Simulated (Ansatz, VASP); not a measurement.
## One calculation of Li, two programs

```xyz
2
Lattice="3.1110 -0.0467 0.0000 -1.5959 2.7175 0.0000 0.0000 0.0000 5.0930" Properties=species:S:1:pos:R:3 pbc="T T T"
Li   -0.0269    1.7961    1.2732
Li    1.5420    0.8747    3.8197
```

Change from the starting cell: xy shear strain of -3 %.

Alike in both runs: task single point; functional PBE; k mesh 15 × 15 × 8; occupations fermi-dirac, width 0.03 eV; no spin polarisation.

|  | VASP | Ansatz |
| --- | --- | --- |
| version | VASP 6.6.1 | Ansatz 0.2.0 |
| potentials or method | VASP PAW PBE potentials, release 64 (Li_sv), cutoff 520 eV | all-electron LAPW, scalar-relativistic |

|  | VASP | Ansatz | Ansatz less VASP |
| --- | --- | --- | --- |
| rms of the force components (eV/Å) | 0.005 | 0.005 | 0.0000 |

Atom by atom the forces differ by 0.000 eV/Å (rms over components). Ansatz ran all-electron here, and VASP with PAW potentials.

Noted on VASP's run: the cutoff is short for stress, so the pressure is rough.
